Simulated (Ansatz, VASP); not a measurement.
## Zn in VASP and in Ansatz

Contents of INCAR:

```
SYSTEM = Zn
PREC     = Accurate       ! precision mode
ENCUT    = 520            ! plane-wave cutoff, eV
EDIFF    = 1E-7           ! SCF threshold, eV
ISMEAR   = -1             ! smearing method
SIGMA    = 0.1342         ! smearing width, eV
LREAL    = .False.        ! projectors in reciprocal space
LASPH    = .True.         ! aspherical terms in the spheres
NELM     = 80             ! most SCF steps
ALGO     = Normal         ! electronic algorithm
ISIF     = 2              ! what is computed and relaxed
LWAVE    = .False.        ! write WAVECAR
LCHARG   = .False.        ! write CHGCAR
GGA      = PE             ! functional
NBANDS   = 19             ! bands
```

Contents of KPOINTS:

```
regular mesh
0
Gamma
  10 10 5
  0 0 0
```

The input POSCAR:

```
Zn
1.0
    1.2440980000      2.1548410000      0.0000000000
   -1.2440980000      2.1548410000      0.0000000000
    0.0000000000      0.0000000000      4.6924320000
Zn
2
Direct
    0.3333300000      0.3333400000      0.2500000000
    0.6666600000      0.6666700000      0.7500000000
```

Input for Ansatz:

```yaml
crystal:
  lattice:
    - [1.244098, 2.154841, 0.0]
    - [-1.244098, 2.154841, 0.0]
    - [0.0, 0.0, 4.692432]
  atoms:
    - { symbol: Zn, position: [0.33333, 0.33334, 0.25] }
    - { symbol: Zn, position: [0.66666, 0.66667, 0.75] }
  symmetry: { tolerance: 0.0003 }
kpoints:
  mp_grid: { grid: [10, 10, 5], shift: [0, 0, 0] }
magnetization:
  spin_polarized: false
scf:
  occupations: { method: fermi_dirac, width: 0.1342 }
  mixing: { preconditioner: kerker }
  algorithm: density_mixing
hamiltonian:
  pseudopotentials: { kind: paw }
  xc: pbe
basis:
  ecutwfc: 420
output:
  forces: true
  stress: true
  eigenvalues: true
```

Alike in both runs: task single point; functional PBE; k mesh 10 × 10 × 5; occupations fermi-dirac, width 0.1342 eV; no spin polarisation.

|  | VASP | Ansatz |
| --- | --- | --- |
| version | VASP 6.6.1 | Ansatz 0.2.0 |
| potentials or method | VASP PAW PBE potentials, release 64 (Zn), cutoff 520 eV | PAW plane waves |
| valence electrons in the cell | 24 | 24 |

Ansatz gave:

* gap on the k mesh at the Fermi level (eV): none
* pressure (GPa): 23.1
* traceless stress, the component that is largest in VASP (GPa): -7.44

**Question.** Which values does VASP return?

**Answer.** gap on the k mesh at the Fermi level (eV): none; pressure (GPa): 23.8; traceless stress, the component that is largest in VASP (GPa): -7.67.

A gap of «none» marks a metal or a gap that the smearing closes. Ansatz's warnings: structure snapped to symmetry.
